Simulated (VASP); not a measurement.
Input of a VASP 6.6.1 run:

File POSCAR:

```
GdRh
1.0
    3.3885753901      0.0000000000      0.0000000000
    0.0000000000      3.3885753901      0.0000000000
    0.0000000000      0.0000000000      3.3885753901
Gd Rh
1 1
Direct
    0.0000000000      0.0000000000      0.0000000000
    0.5000000000      0.5000000000      0.5000000000
```

Contents of INCAR.step1:

```
SYSTEM = GdRh
PREC = Accurate ; ENCUT = 520
ISMEAR = -1 ; SIGMA = 0.03
LREAL = .False. ; LASPH = .True.
NELM = 150 ; ISPIN = 2
MAGMOM = 7 0 ; LMAXMIX = 6
NBANDS = 28 ; GGA = PE
ALGO = Normal ; EDIFF = 1E-4
LWAVE = .True. ; LCHARG = .False.
```

Contents of INCAR.step2:

```
SYSTEM = GdRh
PREC = Accurate ; ENCUT = 520
EDIFF = 1E-7 ; ISMEAR = -1
SIGMA = 0.03 ; LREAL = .False.
LASPH = .True. ; NELM = 150
ALGO = Normal ; ISIF = 2
LWAVE = .False. ; LCHARG = .True.
ISPIN = 2 ; MAGMOM = 7 0
LORBIT = 11 ; LMAXMIX = 6
METAGGA = R2SCAN ; LMIXTAU = .True.
LELF = .True. ; LVHAR = .True.
NBANDS = 28 ; ISTART = 1
```

Contents of KPOINTS:

```
regular mesh
0
Gamma
  8 8 8
  0 0 0
```

Potentials or basis: VASP PAW PBE potentials, release 64 (Gd, Rh_pv).

Command:

```sh
$ cat potpaw_PBE.64/Gd/POTCAR potpaw_PBE.64/Rh_pv/POTCAR > POTCAR
$ cp INCAR.step1 INCAR
$ mpirun -np 1 vasp_std > vasp.out
$ cp INCAR.step2 INCAR
$ mpirun -np 1 vasp_std > vasp.out
```

Question: Predict the net moment.

Answer: 6.93 μB per cell.

Question: Estimate the pressure.

Answer: 6.5 GPa.

Question: Estimate the site moments.

Answer: Gd +6.86; Rh -0.41 μB.

Caveat: the PAW data sets were made with another functional, which shifts forces and pressure a little. The state reached can hang on the start; a lower one may exist.
